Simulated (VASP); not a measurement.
AlNi, 2 atoms in the cell. It takes space group P4/mmm (No. 123, tetragonal). Conventional cell: a = 2.795 Å, b = 2.795 Å, c = 2.881 Å, α = 90.00°, β = 90.00°, γ = 90.00°. Al (site symmetry 4/mmm) has 8 Ni at 2.45 Å and 6 Al at 2.79 to 2.88 Å within 3.2 Å. Ni (site symmetry 4/mmm) has 8 Al at 2.45 Å and 6 Ni at 2.79 to 2.88 Å within 3.2 Å.  This cell differs from its parent crystal: equal xx and yy strain of -3 %.

| Item | Value |
| --- | --- |
| Program | VASP 6.6.1 |
| Task | single point |
| Functional | PBEsol |
| Potentials or basis | VASP PAW PBE potentials, release 64 (Al, Ni) |
| Cutoff | 520 eV |
| k mesh | 13 × 13 × 13 |
| Occupations | fermi-dirac, width 0.05 eV |
| Spin | collinear spin, ferromagnetic start |
| Starting moments | [0.0, 1.5] μB |
| Dipole correction | no |
| Further INCAR settings | ALGO = Normal; EDIFF = 1e-07; NBANDS = 18 |

Potentials or basis: VASP PAW PBE potentials, release 64 (Al, Ni).

Launch:

```sh
$ cat potpaw_PBE.64/Al/POTCAR potpaw_PBE.64/Ni/POTCAR > POTCAR
$ mpirun -np 1 vasp_std > vasp.out
```

Hardware: 1 thread of Intel(R) Xeon(R) Platinum 8375C CPU @ 2.90GHz (Ice Lake) (shared host).

**Question.** How long does it take, and how much memory?

**Answer.** It took 99 s on 1 thread of Intel(R) Xeon(R) Platinum 8375C CPU @ 2.90GHz (Ice Lake), on a shared host, peak memory 0.24 GiB. Counts: scf iterations 15, k points 196.
